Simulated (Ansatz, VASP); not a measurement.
# Two plane-wave programs on Si

POSCAR

```
Si
1.0
    0.0000000000      2.7221160722      2.7221160722
    2.7221160722      0.0000000000      2.7221160722
    2.7221160722      2.7221160722      0.0000000000
Si
2
Direct
    0.0000000000      0.0000000000      0.0000000000
    0.2500000000      0.2500000000      0.2500000000
```

Contents of INCAR.step1:

```
SYSTEM = Si
PREC     = Accurate       ! precision mode
ENCUT    = 550            ! plane-wave cutoff, eV
ISMEAR   = 0              ! smearing method
SIGMA    = 0.02           ! smearing width, eV
LREAL    = .False.        ! projectors in reciprocal space
LASPH    = .True.         ! aspherical terms in the spheres
NELM     = 120            ! most SCF steps
NBANDS   = 11             ! bands
GGA      = PE             ! functional
ALGO     = Normal         ! electronic algorithm
EDIFF    = 1E-5           ! SCF threshold, eV
LWAVE    = .True.         ! write WAVECAR
LCHARG   = .False.        ! write CHGCAR
GGA_COMPAT= .False.
```

File INCAR.step2:

```
SYSTEM = Si
PREC     = Accurate       ! precision mode
ENCUT    = 550            ! plane-wave cutoff, eV
EDIFF    = 1E-6           ! SCF threshold, eV
ISMEAR   = 0              ! smearing method
SIGMA    = 0.02           ! smearing width, eV
LREAL    = .False.        ! projectors in reciprocal space
LASPH    = .True.         ! aspherical terms in the spheres
NELM     = 120            ! most SCF steps
ALGO     = Normal         ! electronic algorithm
ISIF     = 2              ! what is computed and relaxed
LWAVE    = .False.        ! write WAVECAR
LCHARG   = .False.        ! write CHGCAR
METAGGA  = R2SCAN         ! meta-GGA
LMIXTAU  = .True.       
NBANDS   = 11             ! bands
ISTART   = 1            
GGA_COMPAT= .False.
```

The input KPOINTS:

```
Automatic mesh
0
Gamma
  8 8 8
  0 0 0
```

Input for Ansatz:

```yaml
crystal:
  lattice:
    - [0.0, 2.7221160722, 2.7221160722]
    - [2.7221160722, 0.0, 2.7221160722]
    - [2.7221160722, 2.7221160722, 0.0]
  atoms:
    - { symbol: Si, position: [0.0, 0.0, 0.0] }
    - { symbol: Si, position: [0.25, 0.25, 0.25] }
basis:
  ecutwfc: 500
kpoints:
  mp_grid: { grid: [8, 8, 8] }
  band_path:
    path:
      - [[0.0, 0.0, 0.0], [0.5, 0.0, 0.5], [0.625, 0.25, 0.625]]
      - [[0.375, 0.375, 0.75], [0.0, 0.0, 0.0], [0.5, 0.5, 0.5], [0.5, 0.25, 0.75], [0.5, 0.0, 0.5]]
    npoints: 10
hamiltonian:
  xc: r2scan
scf:
  occupations: { method: gaussian, width: 0.02 }
  n_extra_bands: 7
output:
  forces: true
  stress: true
  eigenvalues: true
```

Alike in both runs: task single point; functional r2SCAN; k mesh 8 × 8 × 8; occupations gaussian, width 0.02 eV; no spin polarisation.

|  | VASP | Ansatz |
| --- | --- | --- |
| version | VASP 6.6.1 | Ansatz 0.2.0 |
| potentials or method | VASP PAW PBE potentials, release 64 (Si), cutoff 550 eV | scalar-relativistic, plane waves, PAW |
| valence electrons in the cell | 8 | 8 |

Ansatz gave:

* gap on the k mesh at the Fermi level (eV): 0.81
* least direct gap on the mesh (eV): 2.74
* pressure (GPa): 0.0

Task: Which values does VASP return?

Result: gap on the k mesh at the Fermi level (eV): 0.83; least direct gap on the mesh (eV): 2.75; pressure (GPa): -0.2.

VASP's potentials were made for PBE, not for r2SCAN. With one functional, cell and mesh, what is left measures potentials, basis and numerics.
